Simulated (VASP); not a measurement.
# AlO2 (Pnma) in VASP: a series of runs, part 2 of 2

VASP 6.6.1.

### 3 Single point, PBEsol, collinear spin

This run uses another cell than the first one, of 10.38 Å³/atom.

File INCAR:

```
  ALGO = Normal
  EDIFF = 1E-6
  ENCUT = 600
  GGA = PS
  GGA_COMPAT = F
  ISIF = 2
  ISMEAR = 0
  ISPIN = 2
  KPAR = 4
  LASPH = T
  LCHARG = F
  LORBIT = 11
  LREAL = F
  LWAVE = F
  MAGMOM = 0 0 0 0 0 0 0 0 0.9 0.9 0.9 0.9
  NBANDS = 46
  NELM = 200
  PREC = Accurate
  SIGMA = 0.1
```

File KPOINTS:

```
k-points
0
Gamma
  4 12 8
```

File POSCAR:

```
AlO2
1.0
    9.2252150011      0.0000000000      0.0000000000
    0.0000000000      2.8718422869      0.0000000000
    0.0000000000      0.0000000000      4.7011556866
Al O
4 8
Direct
    0.1592650651      0.2500000000      0.9355454367
    0.8407349349      0.7500000000      0.0644545633
    0.3407349349      0.7500000000      0.4355454367
    0.6592650651      0.2500000000      0.5644545633
    0.7803361457      0.2500000000      0.2657501096
    0.2196638543      0.7500000000      0.7342498904
    0.7196638543      0.7500000000      0.7657501096
    0.2803361457      0.2500000000      0.2342498904
    0.9603297487      0.2500000000      0.8466115132
    0.0396702513      0.7500000000      0.1533884868
    0.5396702513      0.7500000000      0.3466115132
    0.4603297487      0.2500000000      0.6533884868
```

Potentials or basis: VASP PAW PBE potentials, release 64 (Al, O).

Launch:

```sh
$ cat potpaw_PBE.64/Al/POTCAR potpaw_PBE.64/O/POTCAR > POTCAR
$ mpirun -np 4 vasp_std > vasp.out
```

OUTCAR:

```text
EDIFF = 1E-6
   ENCUT = 600
   GGA = PS
   ISIF = 2
   ISMEAR = 0
   ISPIN = 2
   LASPH = T
   LORBIT = 11
   LREAL = F
   NELM = 200
   PREC = Accurate

 ion  position               nearest neighbor table
   1  0.159  0.250  0.936-   8 1.79   6 1.81   6 1.81   9 1.88  10 2.08  10 2.08   3 3.22   3 3.22
                             3 3.22   3 3.22   2 3.33   2 3.33
   2  0.841  0.750  0.064-   7 1.79   5 1.81   5 1.81  10 1.88   9 2.08   9 2.08   4 3.22   4 3.22
                             4 3.22   4 3.22   1 3.33   1 3.33
   3  0.341  0.750  0.436-   6 1.79   8 1.81   8 1.81  11 1.88  12 2.08  12 2.08   1 3.22   1 3.22
                             1 3.22   1 3.22   4 3.33   4 3.33
   4  0.659  0.250  0.564-   5 1.79   7 1.81   7 1.81  12 1.88  11 2.08  11 2.08   2 3.22   2 3.22
                             2 3.22   2 3.22   3 3.33   3 3.33
   5  0.780  0.250  0.266-   4 1.79   2 1.81   2 1.81
   6  0.220  0.750  0.734-   3 1.79   1 1.81   1 1.81
   7  0.720  0.750  0.766-   2 1.79   4 1.81   4 1.81
   8  0.280  0.250  0.234-   1 1.79   3 1.81   3 1.81
   9  0.960  0.250  0.847-   1 1.88   2 2.08   2 2.08
  10  0.040  0.750  0.153-   2 1.88   1 2.08   1 2.08
  11  0.540  0.750  0.347-   3 1.88   4 2.08   4 2.08
  12  0.460  0.250  0.653-   4 1.88   3 2.08   3 2.08

  LATTYP: Found a simple orthorhombic cell.
 ALAT       =     2.8718422869
 B/A-ratio  =     1.6369825418
 C/A-ratio  =     3.2122986151

  Lattice vectors:

 A1 = (   0.0000000000,   2.8718422869,   0.0000000000)
 A2 = (   0.0000000000,   0.0000000000,   4.7011556866)
 A3 = (   9.2252150011,   0.0000000000,   0.0000000000)

Analysis of symmetry for initial positions (statically):
=====================================================================
 Subroutine PRICEL returns:
 Original cell was already a primitive cell.

 Routine SETGRP: Setting up the symmetry group for a
 simple orthorhombic supercell.

 Subroutine GETGRP returns: Found  8 space group operations
 (whereof  2 operations were pure point group operations)
 out of a pool of  8 trial point group operations.

The static configuration has the point symmetry S_2 .
 The point group associated with its full space group is D_2h.

Analysis of symmetry for dynamics (positions and initial velocities):
=====================================================================
 Subroutine PRICEL returns:
 Original cell was already a primitive cell.

 Routine SETGRP: Setting up the symmetry group for a
 simple orthorhombic supercell.

 Subroutine GETGRP returns: Found  8 space group operations
 (whereof  2 operations were pure point group operations)
 out of a pool of  8 trial point group operations.

The dynamic configuration has the point symmetry S_2 .
 The point group associated with its full space group is D_2h.

Analysis of structural, dynamic, and magnetic symmetry:
=====================================================================
 Subroutine PRICEL returns:
 Original cell was already a primitive cell.

 Routine SETGRP: Setting up the symmetry group for a
 simple orthorhombic supercell.

 Subroutine GETGRP returns: Found  8 space group operations
 (whereof  2 operations were pure point group operations)
 out of a pool of  8 trial point group operations.

[... 144 lines left out ...]
  Thomas-Fermi vector in A             =   2.415607
   LORBIT       =     11    0 simple, 1 ext, 2 COOP (PROOUT), +10 PAW based schemes
   GGA     = PS    functional components
   LHFCALC =     F    Hartree Fock is set to
   AEXX    =    0.0000 exact exchange contribution
   IVDW    =     0    specifies the selected vdW correction
   LEPSILON=     F    determine dielectric tensor
   LRPA    =     F    only Hartree local field effects (RPA)
 spin polarized calculation
 Gauss-broadening in eV      SIGMA  =   0.10
  energy-cutoff  :      600.00
  volume of cell :      124.55
 maximum number of plane-waves:      4184
 NGX is ok and might be reduce to    80
   NGX = 37   NGY = 11   NGZ = 19

 number of electron      60.0000004 magnetization       4.0000578

 Free energy of the ion-electron system (eV)
  ---------------------------------------------------
  ext. energy  EPLUGINS =         0.00000000
  ---------------------------------------------------
  free energy    TOTEN  =       -84.39923275 eV

  energy without entropy =      -84.39645960  energy(sigma->0) =      -84.39784617

 E-fermi :   3.3022     XC(G=0): -10.5465

 val. band max:        3.2908699437   @ k =   0.0000   0.3333   0.0000
 cond. band min:       3.3077852936   @ k =   0.0000   0.0000   0.1250
 fundamental gap:      0.0169153499
 Fermi energy:         3.3021941992

 spin component 1

 k-point     1 :       0.0000    0.0000    0.0000
  band No.  band energies     occupation
      1     -16.8002      1.00000
      2     -16.5238      1.00000
      3     -14.9788      1.00000
      4     -14.3523      1.00000
      5     -13.8927      1.00000
      6     -13.6020      1.00000
[... 1069 lines left out ...]
     41      14.9346      0.00000
     42      14.9346      0.00000

 [... further k-points ...]

 spin component 2

 k-point     1 :       0.0000    0.0000    0.0000
  band No.  band energies     occupation
      1     -15.8186      1.00000
      2     -15.2325      1.00000
      3     -14.7857      1.00000
      4     -13.8762      1.00000
      5     -13.5313      1.00000
      6     -13.4455      1.00000
[... 1069 lines left out ...]
     41      15.2980      0.00000
     42      15.2980      0.00000

 [... further k-points ...]

 [bands above 42 left out]

------------------------ aborting loop because EDIFF is reached ----------------------------------------

  FORCE on cell =-STRESS in cart. coord.  units (eV):
  Direction    XX          YY          ZZ          XY          YZ          ZX
  --------------------------------------------------------------------------------------
  -------------------------------------------------------------------------------------
  Total        1.4120095      1.5375176      1.4387221      0.0000000      0.0000000      0.0000000
  in kB       18.1637907     19.7783004     18.5074157      0.0000000      0.0000000      0.0000000
  external PRESSURE =      18.8165022 kB  Pullay stress =       0.0000000 kB

 VOLUME and BASIS-vectors are now :
 -----------------------------------------------------------------------------
  energy-cutoff  :      600.00
  volume of cell :      124.55
      direct lattice vectors                 reciprocal lattice vectors
     9.225215001  0.000000000  0.000000000     0.108398558  0.000000000  0.000000000
     0.000000000  2.871842287  0.000000000     0.000000000  0.348208537  0.000000000
     0.000000000  0.000000000  4.701155687     0.000000000  0.000000000  0.212713653

 POSITION                                       TOTAL-FORCE (eV/Angst)
 -----------------------------------------------------------------------------------
      1.46925      0.71796      4.39814        -0.006168     -0.000000      0.002191
      7.75596      2.15388      0.30301         0.006168     -0.000000     -0.002191
      3.14335      2.15388      2.04757         0.006168     -0.000000      0.002191
      6.08186      0.71796      2.65359        -0.006168     -0.000000     -0.002191
      7.19877      0.71796      1.24933        -0.002411     -0.000000      0.003468
      2.02645      2.15388      3.45182         0.002411      0.000000     -0.003468
      6.63905      2.15388      3.59991         0.002411      0.000000      0.003468
      2.58616      0.71796      1.10125        -0.002411     -0.000000     -0.003468
      8.85925      0.71796      3.98005        -0.006149     -0.000000      0.002468
      0.36597      2.15388      0.72110         0.006149      0.000000     -0.002468
      4.97857      2.15388      1.62947         0.006149     -0.000000      0.002468
      4.24664      0.71796      3.07168        -0.006149     -0.000000     -0.002468
 -----------------------------------------------------------------------------------
    total drift:                                0.000000      0.000000      0.000000

  FREE ENERGIE OF THE ION-ELECTRON SYSTEM (eV)
  ---------------------------------------------------
  free  energy   TOTEN  =       -84.3992327506 eV

  energy  without entropy=      -84.3964595981  energy(sigma->0) =      -84.39784617

 total charge

# of ion       s       p       d       tot
------------------------------------------
    1        0.324   0.418   0.000   0.742
    2        0.324   0.418   0.000   0.742
    3        0.324   0.418   0.000   0.742
    4        0.324   0.418   0.000   0.742
    5        1.542   3.621   0.000   5.163
    6        1.542   3.621   0.000   5.163
    7        1.542   3.621   0.000   5.163
    8        1.542   3.621   0.000   5.163
    9        1.590   3.300   0.000   4.890
   10        1.590   3.300   0.000   4.890
   11        1.590   3.300   0.000   4.890
   12        1.590   3.300   0.000   4.890
--------------------------------------------------
tot         13.821  29.359   0.000  43.180

 magnetization (x)

# of ion       s       p       d       tot
------------------------------------------
    1       -0.005  -0.006   0.000  -0.012
    2       -0.005  -0.006   0.000  -0.012
    3       -0.005  -0.006   0.000  -0.012
    4       -0.005  -0.006   0.000  -0.012
    5        0.001   0.080   0.000   0.081
    6        0.001   0.080   0.000   0.081
    7        0.001   0.080   0.000   0.081
    8        0.001   0.080   0.000   0.081
    9        0.010   0.773   0.000   0.783
   10        0.010   0.773   0.000   0.783
   11        0.010   0.773   0.000   0.783
   12        0.010   0.773   0.000   0.783
--------------------------------------------------
tot          0.022   3.386   0.000   3.408
```

Run time: 5.2 min. Hardware: 4 MPI ranks of Intel Xeon Platinum 8559C (Emerald Rapids), shared host; peak memory 0.96 GiB.

What came out:

- Free energy: -84.3992 eV
- Pressure: 1.9 GPa
- Largest force: 0.007 eV/Å
- Band gap on the k mesh: zero (filled and empty bands overlap)
- Net moment: 4.00 μB per cell
- Site moments: Al -0.01; O +0.08, +0.78 (each value once) μB
- Valence electrons inside the program's atomic spheres: Al 0.74; O 5.16, 4.89 (each value once)

Forces in eV/Å, atoms in the order of the input:
```
Al  -0.006  0.000  0.002
Al   0.006  0.000 -0.002
Al   0.006  0.000  0.002
Al  -0.006  0.000 -0.002
O   -0.002  0.000  0.003
O    0.002  0.000 -0.003
O    0.002  0.000  0.003
O   -0.002  0.000 -0.003
O   -0.006  0.000  0.002
O    0.006  0.000 -0.002
O    0.006  0.000  0.002
O   -0.006  0.000 -0.002
```

Levels at points of the mesh, in eV from the Fermi level:
Spin up:
```
           k point  band 29  band 30  band 31  band 32  band 33  band 34  band 35  band 36
(0.00, 0.00, 0.00)    -1.13    -1.10    -0.66    -0.23     5.88     7.82     8.82     8.91
(0.50, 0.00, 0.00)    -1.17    -1.17    -0.41    -0.41     6.68     6.68     9.21     9.21
(0.00, 0.50, 0.00)    -1.33    -1.33    -0.71    -0.71     9.81     9.81    10.34    10.34
(0.50, 0.50, 0.00)    -0.96    -0.96    -0.96    -0.96    10.16    10.16    10.16    10.16
(0.00, 0.00, 0.50)    -1.16    -1.16    -1.03    -1.03     8.03     8.03     9.02     9.02
(0.50, 0.00, 0.50)    -1.24    -1.24    -0.88    -0.88     8.35     8.35     8.57     8.57
(0.00, 0.50, 0.50)    -0.90    -0.90    -0.81    -0.81     9.45     9.45     9.62     9.62
(0.50, 0.50, 0.50)    -0.85    -0.85    -0.85    -0.85     9.74     9.74     9.74     9.74
```
Spin down:
```csv
k point,band 26,band 27,band 28,band 29,band 30,band 31
"(0.00, 0.00, 0.00)",-0.88,-0.56,0.11,0.40,0.52,0.56
"(0.50, 0.00, 0.00)",-1.36,-0.25,-0.25,0.54,0.54,0.58
"(0.00, 0.50, 0.00)",-1.32,-1.23,-1.23,0.49,0.49,0.68
"(0.50, 0.50, 0.00)",-1.27,-1.27,-1.27,0.58,0.58,0.58
"(0.00, 0.00, 0.50)",-1.50,-0.66,-0.66,0.37,0.37,0.51
"(0.50, 0.00, 0.50)",-1.62,-0.96,-0.96,0.46,0.46,0.51
"(0.00, 0.50, 0.50)",-1.10,-0.77,-0.77,0.64,0.64,0.74
"(0.50, 0.50, 0.50)",-0.96,-0.96,-0.96,0.71,0.71,0.71
```

Caveat: the PAW data sets were made with another functional, which shifts forces and pressure a little.
